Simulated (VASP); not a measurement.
# Al (P1) in VASP: a series of runs

Runs on Al. Level: PBEsol. Tasks: single point.

Program: VASP 6.6.1. These are calculated values, not measurements. Logs are shortened: lines on timing, memory, paths and dates and some standing lists are left out, and cuts for length are marked.

## Step 1: The cell of the first run

The typed cell holds 18 atoms: a = 7.256 Å, b = 7.256 Å, c = 7.256 Å, α = 66.42°, β = 66.42°, γ = 66.42°.

## Step 2: Single point, PBEsol

Input file INCAR:

```
ALGO = Normal
EDIFF = 1E-7
ENCUT = 520
GGA = PS
ISIF = 2
ISMEAR = -1
LASPH = T
LCHARG = F
LREAL = Auto
LWAVE = F
NBANDS = 42
NELM = 80
PREC = Accurate
SIGMA = 0.1551
```

Input file KPOINTS:

```
Automatic mesh
0
Gamma
  2 2 2
  0.5 0.5 0.5
```

Input file POSCAR:

```
Al
1.0
    0.0000000000     -6.4897079184     -3.2448539592
    3.2448539592      0.0000000000     -6.4897079184
    6.4897079184     -3.2448539592      0.0000000000
Al
18
Direct
    0.8230433755      0.8250982189      0.8243168791
    0.8823352410      0.5719379126      0.2376929778
    0.6360874868      0.9411237111      0.2641598084
    1.0422352296      0.2487201133      0.5751392208
    0.6523910454      0.6270108585      0.6613196445
    0.6718040061      0.4307939812      0.0994547756
    0.4133159476      0.7444379889      0.1382685409
    0.8127360121      0.0799680571      0.4438664066
    0.4776636817      0.4653798213      0.5054431549
    0.2729617111      0.8192986769      0.5293819826
    0.5664104253      0.2345142352      0.8817037111
    0.2296066354      0.7452446336      0.8922025572
    0.2816566410      0.4383496714      0.2223904914
    0.0370905581      0.6395689310      0.5063488625
    0.3930529230      0.1059595710      0.5847863593
    0.1466157407      0.3953856423      0.8598925258
    0.1962148912      0.1126222231      0.2262217887
   -0.0352215132      0.0745858940      0.0474102487
```

Potentials or basis: VASP PAW PBE potentials, release 64 (Al).

On the command line:

```sh
$ cat potpaw_PBE.64/Al/POTCAR > POTCAR
$ mpirun -np 1 vasp_std > vasp.out
```

OUTCAR:

```text
EDIFF = 1E-7
   ENCUT = 520
   GGA = PS
   ISIF = 2
   ISMEAR = -1
   LASPH = T
   LREAL = Auto
   NELM = 80
   PREC = Accurate

 ion  position               nearest neighbor table
   1  0.823  0.825  0.824-   8 2.65  14 2.74  11 2.90   2 2.92  12 2.97   5 2.99   7 3.05  16 3.05
                             6 3.09  10 3.10   3 3.24
   2  0.882  0.572  0.238-   3 2.59  13 2.63   6 2.77  14 2.87   4 2.89   1 2.92   5 2.96   9 3.01
                            12 3.03  16 3.08  17 3.21
   3  0.636  0.941  0.264-   2 2.59  18 2.59  15 2.68   8 2.79  10 2.81  11 2.83   5 2.88  17 3.01
                             7 3.09   1 3.24   6 3.35
   4  0.042  0.249  0.575-  15 2.35  13 2.65  14 2.66  17 2.74   2 2.89  10 2.97   8 3.00  18 3.04
                            16 3.10   5 3.11  11 3.29
   5  0.652  0.627  0.661-  14 2.58   9 2.77  12 2.81  11 2.83   3 2.88  10 2.90   6 2.95   2 2.96
                             1 2.99   4 3.11  15 3.16
   6  0.672  0.431  0.099-   7 2.33  13 2.59  18 2.66   2 2.77   9 2.78   8 2.94   5 2.95  11 2.96
                             1 3.09  16 3.13   3 3.35
   7  0.413  0.744  0.138-   6 2.33  13 2.52  12 2.62  17 2.69   9 2.71  10 2.80   1 3.05  14 3.06
                             3 3.09  18 3.31
   8  0.813  0.080  0.444-  17 2.65  18 2.65   1 2.65  15 2.75   3 2.79  14 2.89   9 2.94   6 2.94
                             4 3.00  10 3.28  11 3.35
   9  0.478  0.465  0.505-  10 2.44  15 2.70   7 2.71  11 2.75  16 2.76   5 2.77   6 2.78  14 2.93
                             8 2.94   2 3.01  13 3.03
  10  0.273  0.819  0.529-  12 2.38   9 2.44  17 2.44  14 2.62  15 2.77   7 2.80   3 2.81   5 2.90
                             4 2.97   1 3.10  16 3.26   8 3.28
  11  0.566  0.235  0.882-   9 2.75   3 2.83   5 2.83  16 2.84   1 2.90   6 2.96  13 2.99  17 3.00
                            18 3.18   4 3.29   8 3.35
  12  0.230  0.745  0.892-  10 2.38  13 2.57   7 2.62  18 2.72   5 2.81  16 2.95   1 2.97  15 2.99
                             2 3.03
  13  0.282  0.438  0.222-   7 2.52  12 2.57   6 2.59   2 2.63  14 2.63   4 2.65  17 2.66  15 2.91
                            11 2.99   9 3.03  16 3.31
  14  0.037  0.640  0.506-   5 2.58  10 2.62  13 2.63   4 2.66  16 2.69   1 2.74   2 2.87   8 2.89
                             9 2.93   7 3.06
  15  0.393  0.106  0.585-   4 2.35   3 2.68   9 2.70   8 2.75  10 2.77  13 2.91  12 2.99  16 3.01
                             5 3.16
  16  0.147  0.395  0.860-  17 2.69  14 2.69  18 2.74   9 2.76  11 2.84  12 2.95  15 3.01   1 3.05
                             2 3.08   4 3.10   6 3.13  10 3.26  13 3.31
  17  0.196  0.113  0.226-  10 2.44  18 2.64   8 2.65  13 2.66  16 2.69   7 2.69   4 2.74  11 3.00
                             3 3.01   2 3.21
  18  0.965  0.075  0.047-   3 2.59  17 2.64   8 2.65   6 2.66  12 2.72  16 2.74   4 3.04  11 3.18
                             7 3.31

  LATTYP: Found a trigonal (rhomboedric) cell.
 ALAT       =     7.2557140298
 COS(alpha) =     0.4000000000

  Lattice vectors:

 A1 = (   0.0000000000,  -6.4897079184,  -3.2448539592)
 A2 = (   3.2448539592,   0.0000000000,  -6.4897079184)
 A3 = (   6.4897079184,  -3.2448539592,   0.0000000000)

Analysis of symmetry for initial positions (statically):
=====================================================================
 Subroutine PRICEL returns:
 Original cell was already a primitive cell.

 Routine SETGRP: Setting up the symmetry group for a
 trigonal (rhombohedral) supercell.

 Subroutine GETGRP returns: Found  1 space group operations
 (whereof  1 operations were pure point group operations)
 out of a pool of 12 trial point group operations.

The static configuration has the point symmetry C_1 .

Analysis of symmetry for dynamics (positions and initial velocities):
=====================================================================
 Subroutine PRICEL returns:
 Original cell was already a primitive cell.

 Routine SETGRP: Setting up the symmetry group for a
 trigonal (rhombohedral) supercell.

 Subroutine GETGRP returns: Found  1 space group operations
 (whereof  1 operations were pure point group operations)
 out of a pool of 12 trial point group operations.

The dynamic configuration has the point symmetry C_1 .

 Subroutine INISYM returns: Found  1 space group operations
 (whereof  1 operations are pure point group operations),
 and found     1 'primitive' translations

----------------------------------------------------------------------------------------

                                     Primitive cell

  volume of cell :     307.4879

  direct lattice vectors                    reciprocal lattice vectors
     0.000000000 -6.489707918 -3.244853959    -0.068484507 -0.136969013 -0.034242253
[... 53 lines left out ...]
 generate k-points for:    2    2    2

 Generating k-lattice:

  Cartesian coordinates                     Fractional coordinates (reciprocal lattice)
    -0.034242253 -0.068484507 -0.017121127     0.500000000  0.000000000  0.000000000
     0.017121127  0.034242253 -0.068484507     0.000000000  0.500000000  0.000000000
     0.068484507 -0.017121127  0.034242253     0.000000000  0.000000000  0.500000000

  Length of vectors
     0.078458859  0.078458859  0.078458859

  Shift w.r.t. Gamma in fractional coordinates (k-lattice)
     0.500000000  0.500000000  0.500000000

 Subroutine IBZKPT returns following result:
 ===========================================

 Found      4 irreducible k-points:

 Following reciprocal coordinates:
            Coordinates               Weight
  0.250000  0.250000  0.250000      2.000000
 -0.250000  0.250000  0.250000      2.000000
  0.250000 -0.250000  0.250000      2.000000
  0.250000  0.250000 -0.250000      2.000000
   k-points           NKPTS =      4   k-points in BZ     NKDIM =      4   number of bands    NBANDS=     42
   number of dos      NEDOS =    301   number of ions     NIONS =     18
   total plane-waves  NPLWV = 157464
   dimension x,y,z NGX =    54 NGY =   54 NGZ =   54
   dimension x,y,z NGXF=   108 NGYF=  108 NGZF=  108
   ions per type =              18
   NGX,Y,Z   is equivalent  to a cutoff of  12.37, 12.37, 12.37 a.u.
   NGXF,Y,Z  is equivalent  to a cutoff of  24.75, 24.75, 24.75 a.u.
 SYSTEM =  unknown system
   PREC   = accura    normal or accurate (medium, high low for compatibility)
   ISTART =      0    job   : 0-new  1-cont  2-samecut
   ICHARG =      2    charge: 1-file 2-atom 10-const
   ISPIN  =      1    spin polarized calculation?
   LNONCOLLINEAR =      F non collinear calculations
   LSORBIT =      F    spin-orbit coupling
   LASPH  =      T    aspherical Exc in radial PAW
   ENCUT  =  520.0 eV  38.22 Ry    6.18 a.u.  13.49 13.49 13.49*2*pi/ulx,y,z
   NELM   =     80;   NELMIN=  2; NELMDL= -5     # of ELM steps
   EDIFF  = 0.1E-06   stopping-criterion for ELM
   LREAL  =      T    real-space projection
   EDIFFG = 0.1E-05   stopping-criterion for IOM
   NSW    =      0    number of steps for IOM
   IBRION =     -1    ionic relax: 0-MD 1-quasi-New 2-CG
   NFREE  =      0    steps in history (QN), initial steepest desc. (CG)
   ISIF   =      2    stress and relaxation
   ISYM   =      2    0-nonsym 1-usesym 2-fastsym
   POTIM  = 0.5000    time-step for ionic-motion
   TEBEG  =    0.0;   TEEND  =   0.0 temperature during run
   PSTRESS=    0.0 pullay stress
   NELECT =      54.0000    total number of electrons
   NUPDOWN=      -1.0000    fix difference up-down
   EMIN   =  10.00;   EMAX   =-10.00  energy-range for DOS
   EFERMI =   0.00;   METHOD = LEGACY
   ISMEAR =    -1;   SIGMA  =   0.16  broadening in eV -4-tet -1-fermi 0-gaus
   EFERMI_NEDOS =   21; number of points for ismear=-14 and -15
   IALGO  =     38    algorithm
   IMIX   =      4    mixing-type and parameters
     AMIX     =   0.40;   BMIX     =  1.00
     AMIX_MAG =   1.60;   BMIX_MAG =  1.00
  volume/ion in A,a.u.               =      17.08       115.28
  Fermi-wavevector in a.u.,A,eV,Ry     =   0.916776  1.732456 11.435411  0.840479
  Thomas-Fermi vector in A             =   2.041670
   LORBIT       =      0    0 simple, 1 ext, 2 COOP (PROOUT), +10 PAW based schemes
   GGA     = PS    functional components
   LHFCALC =     F    Hartree Fock is set to
   AEXX    =    0.0000 exact exchange contribution
   IVDW    =     0    specifies the selected vdW correction
   LEPSILON=     F    determine dielectric tensor
   LRPA    =     F    only Hartree local field effects (RPA)
 non-spin polarized calculation
  energy-cutoff  :      520.00
  volume of cell :      307.49
 maximum number of plane-waves:      8304
 NGX is ok and might be reduce to    54
   NGX = 27   NGY = 27   NGZ = 27

 number of electron      54.0000000 magnetization

 Free energy of the ion-electron system (eV)
  ---------------------------------------------------
  ext. energy  EPLUGINS =         0.00000000
  ---------------------------------------------------
  free energy    TOTEN  =       -69.18400097 eV

  energy without entropy =      -68.56736225  energy(sigma->0) =      -68.87568161

 E-fermi :   7.3259     XC(G=0): -10.0844

 val. band max:        7.2876338427   @ k =   0.2500   0.2500  -0.2500
 cond. band min:       7.3645699159   @ k =   0.2500   0.2500  -0.2500
 fundamental gap:      0.0769360732
 Fermi energy:         7.3259061323

 k-point     1 :       0.2500    0.2500    0.2500
  band No.  band energies     occupation
      1      -3.2154      2.00000
      2      -1.0675      2.00000
      3      -0.6252      2.00000
      4      -0.4566      2.00000
      5      -0.2367      2.00000
      6       0.3951      2.00000
[... 157 lines left out ...]
     38      10.4016      0.00000
     39      10.7365      0.00000
 [bands above 39 left out]

------------------------ aborting loop because EDIFF is reached ----------------------------------------

  FORCE on cell =-STRESS in cart. coord.  units (eV):
  Direction    XX          YY          ZZ          XY          YZ          ZX
  --------------------------------------------------------------------------------------
  -------------------------------------------------------------------------------------
  Total        7.8989456     11.0498465      8.8842565     -0.3508834     -1.3328311     -0.5283909
  in kB       41.1577601     57.5756505     46.2917601     -1.8282915     -6.9447675     -2.7532010
  external PRESSURE =      48.3417236 kB  Pullay stress =       0.0000000 kB

 VOLUME and BASIS-vectors are now :
 -----------------------------------------------------------------------------
  energy-cutoff  :      520.00
  volume of cell :      307.49
      direct lattice vectors                 reciprocal lattice vectors
     0.000000000 -6.489707918 -3.244853959    -0.068484507 -0.136969013 -0.034242253
     3.244853959  0.000000000 -6.489707918     0.034242253  0.068484507 -0.136969013
     6.489707918 -3.244853959  0.000000000     0.136969013 -0.034242253  0.068484507

 POSITION                                       TOTAL-FORCE (eV/Angst)
 -----------------------------------------------------------------------------------
      8.02690     -8.01610     -8.02530         0.453669     -0.461695      0.401374
      3.39841     -6.49738     -6.57476        -0.288639     -0.002306      0.450436
      4.76813     -4.98518     -8.17163         0.128366      0.667182      0.025451
      4.53955     -2.14034     -1.75117         0.942234      2.108816      0.983157
      6.32633     -6.37971     -6.18603         0.348931      0.289599      0.224756
      2.04330     -4.68253     -4.97563        -1.577494     -1.614276      0.632699
[... 10 lines left out ...]
      1.83356     -2.00743     -1.36757        -0.434714      0.161553     -0.981933
      0.54970     -6.41497     -3.61461        -0.960977     -0.151156     -0.043599
 -----------------------------------------------------------------------------------
    total drift:                               -0.005108      0.006524      0.014351

  FREE ENERGIE OF THE ION-ELECTRON SYSTEM (eV)
  ---------------------------------------------------
  free  energy   TOTEN  =       -69.1840009692 eV

  energy  without entropy=      -68.5673622485  energy(sigma->0) =      -68.87568161
```

Run time: 3.2 min. Hardware: 1 thread of Intel Xeon 8259CL, shared host; peak memory 0.36 GiB.

Results:

| Quantity | Value |
| --- | --- |
| Free energy | -69.1840 eV |
| Pressure | 4.8 GPa |
| Largest force | 2.630 eV/Å |
| Band gap on the k mesh | zero (bands 27 and 28 overlap by 0.72 eV) |

Forces on the atoms (eV/Å):
```
Al   0.454 -0.462  0.401
Al  -0.289 -0.002  0.450
Al   0.128  0.667  0.025
Al   0.942  2.109  0.983
Al   0.349  0.290  0.225
Al  -1.577 -1.614  0.633
Al   1.243  1.045 -2.068
Al   0.408  0.095 -0.172
Al  -0.830 -0.797  0.782
Al  -0.045  0.482 -0.554
Al   0.153 -0.212 -0.090
Al   0.970  0.280  0.283
Al  -0.477 -0.439  0.964
Al  -0.246  0.154 -0.603
Al  -0.024 -1.945  0.000
Al   0.237  0.340 -0.234
Al  -0.435  0.162 -0.982
Al  -0.961 -0.151 -0.044
```

Caveat: the k points lie up to 0.49 Å⁻¹ apart, too coarse for converged energies and pressures of a metal; the atoms stand as in a frame of molecular dynamics; the PAW data sets were made with another functional, which shifts forces and pressure a little.

## Step 3: Single point, PBEsol

Input file INCAR:

```
SYSTEM = Al
PREC = Accurate
ENCUT = 520
EDIFF = 1E-6
ISMEAR = -1
SIGMA = 0.1551
LREAL = Auto
LASPH = .TRUE.
NELM = 100
ALGO = Normal
ISIF = 2
LWAVE = .FALSE.
LCHARG = .FALSE.
GGA = PS
NBANDS = 42
```

KPOINTS is that of step 2.

Input file POSCAR:

```
Al
1.0
    0.0000000000     -6.4897079184     -3.2448539592
    3.2448539592      0.0000000000     -6.4897079184
    6.4897079184     -3.2448539592      0.0000000000
Al
18
Direct
    0.7755837152      0.8222565912      0.8760536708
    0.8613831938      0.5544621389      0.2611105699
    0.6094772839      1.0402040134      0.2318272113
    0.9180592935      0.2365891787      0.6755229545
    0.5559848234      0.6153608906      0.6954183200
    0.7646173939      0.4079512138      0.0329085518
    0.4193164573      0.8480765857      0.0675385301
    0.8357315685      0.0074418004      0.4448203957
    0.5573153747      0.3713612431      0.4699462654
    0.2274121864      0.8414552296      0.5117161987
    0.5583171660      0.2135700637      0.8625946504
    0.1747845140      0.7148731247      0.9507834850
    0.3841124076      0.4669990347      0.1817060719
    0.0026295996      0.5955681491      0.5186469677
    0.4120762068      0.0183639835      0.7073448626
    0.2135861575      0.4536440080      0.7975613864
    0.1717725311      0.1961308950      0.2195049310
    0.0578403364      0.0956917574     -0.0050051217
```

Potentials or basis: VASP PAW PBE potentials, release 64 (Al).

On the command line:

```sh
$ cat potpaw_PBE.64/Al/POTCAR > POTCAR
$ mpirun -np 1 vasp_std > vasp.out
```

It took 2.8 min on 1 thread of Intel Xeon 8259CL, shared host; peak memory 0.36 GiB.

It converged, with:

| Quantity | Value |
| --- | --- |
| Free energy | -68.5213 eV |
| Pressure | 6.1 GPa |
| Largest force | 2.629 eV/Å |
| Band gap on the k mesh | zero (bands 27 and 28 overlap by 0.76 eV) |

Forces on the atoms (eV/Å):
```
Al  -1.488 -1.802 -0.592
Al   0.152  0.230 -0.376
Al   0.144  0.114  0.745
Al  -1.350 -0.382 -0.061
Al  -0.318 -0.667 -0.425
Al  -0.240  0.028 -1.019
Al   2.161  0.046  1.497
Al   0.228 -0.615 -0.270
Al   0.121  0.279 -0.329
Al  -0.047 -0.219  0.202
Al   0.744  0.293  0.559
Al   0.900  1.405 -1.261
Al   0.550  0.344  1.419
Al   0.274 -0.267 -0.540
Al  -1.708  0.773 -0.953
Al  -0.530  0.921  1.164
Al   0.515 -0.283 -0.696
Al  -0.107 -0.199  0.935
```

Stress tensor (GPa, compression positive):
```
 4.45 -0.89  0.46
-0.89  8.94 -0.09
 0.46 -0.09  4.88
```

Levels at points of the mesh, in eV from the Fermi level:
```tsv
k point	band 26	band 27	band 28	band 29	band 30	band 31
(0.25, 0.25, 0.25)	0.29	0.62	0.75	0.90	1.01	1.15
```

Caveat: the k points lie up to 0.49 Å⁻¹ apart, too coarse for converged energies and pressures of a metal; the atoms stand as in a frame of molecular dynamics; the PAW data sets were made with another functional, which shifts forces and pressure a little.

## Step 4: Single point, PBEsol

Input file INCAR:

```
SYSTEM = Al
  ALGO = Normal
  EDIFF = 1E-6
  ENCUT = 520
  GGA = PS
  ISIF = 2
  ISMEAR = -1
  LASPH = .True.
  LCHARG = .False.
  LREAL = Auto
  LWAVE = .False.
  NBANDS = 42
  NELM = 60
  PREC = Accurate
  SIGMA = 0.1551
```

KPOINTS is that of step 3.

Input file POSCAR:

```
Al
1.0
    0.0000000000     -6.4897079184     -3.2448539592
    3.2448539592      0.0000000000     -6.4897079184
    6.4897079184     -3.2448539592      0.0000000000
Al
18
Direct
    0.8245043555      0.8047070598      0.7902967554
    0.7592143087      0.7208984600      0.1679764007
    0.5399517101      1.0066310592      0.2874080383
    0.9842039927      0.1581192545      0.6941925843
    0.5523258332      0.6139785308      0.6965788584
    0.8066168872      0.4604989990     -0.0412533204
    0.3915919430      0.7833565697      0.1969304858
    0.8737020498      0.0281344626      0.3971876408
    0.6423402935      0.3521371970      0.4920554611
    0.2565476870      0.8034087647      0.5717559150
    0.4794536955      0.1740678921      0.9171237267
    0.1763199366      0.6996452865      0.9735211972
    0.3901655819      0.4160551909      0.2827718427
   -0.0159332629      0.6257004417      0.4358141352
    0.4077070665      0.0410063310      0.6620079822
    0.2121024407      0.4168726219      0.7231536891
    0.0933543127      0.3057383959      0.2417263728
    0.1258312408      0.0890431445      0.0107524100
```

On the command line:

```sh
$ cat potpaw_PBE.64/Al/POTCAR > POTCAR
$ mpirun -np 1 vasp_std > vasp.out
```

Run time: 2.6 min. Hardware: 1 thread of Intel Xeon 8259CL, shared host; peak memory 0.35 GiB.

Results (log left out):

```yaml
Free_energy: -68.1329 eV
Pressure: 6.5 GPa
Largest_force: 3.160 eV/Å
Band_gap_on_the_k_mesh: zero (bands 27 and 28 overlap by 0.77 eV)
```

Forces in eV/Å, atoms in the order of the input:
```
Al  -0.983  0.890 -2.228
Al  -0.888 -2.684  1.412
Al   1.664  0.601 -1.243
Al  -0.138  0.562 -0.066
Al   0.234 -2.456  0.002
Al   0.272 -0.140  2.472
Al  -0.465  1.147 -0.101
Al  -0.504 -0.255  0.485
Al   0.362  0.309 -0.946
Al  -0.188  2.581 -0.310
Al   0.108 -1.046 -0.242
Al   0.595 -0.002  0.234
Al  -0.461 -0.094  0.880
Al   0.309 -0.063  0.342
Al  -0.392 -0.740 -0.053
Al  -0.089  0.756 -1.101
Al   0.235  0.086 -0.319
Al   0.328  0.548  0.783
```

Stress tensor (GPa, compression positive):
```
 7.29 -0.40 -1.71
-0.40  6.22 -1.07
-1.71 -1.07  6.09
```

Levels at points of the mesh, in eV from the Fermi level:
```csv
k point,band 25,band 26,band 27,band 28,band 29,band 30,band 31,band 32
"(0.25, 0.25, 0.25)",0.17,0.48,0.65,0.75,0.90,0.98,1.16,1.23
```

Caveat: the k points lie up to 0.49 Å⁻¹ apart, too coarse for converged energies and pressures of a metal; the atoms stand as in a frame of molecular dynamics; the PAW data sets were made with another functional, which shifts forces and pressure a little.

## Step 5: The runs side by side

| cell | gap on the mesh (eV) | pressure (GPa) | largest force (eV/Å) |
| --- | --- | --- | --- |
| as given, atomic positions A | none | 4.8 | 2.63 |
| as given, atomic positions B | none | 6.1 | 2.63 |
| as given, atomic positions C | none | 6.5 | 3.16 |

Alike in all rows: task single point; level PBEsol; potentials or basis VASP PAW PBE potentials, release 64 (Al); no spin polarisation; k mesh 2 × 2 × 2, shifted; cutoff (eV) 520; smearing fermi-dirac 0.1551 eV.

Caveats: all runs use coarse meshes; the atoms stand as in a frame of molecular dynamics; the PAW data sets were made with another functional, which shifts forces and pressure a little.

Total energies depend on the potentials used, so only differences within one code and one set of settings carry meaning.

The gap in the log of VASP goes by the Fermi energy; the results here count the filled bands.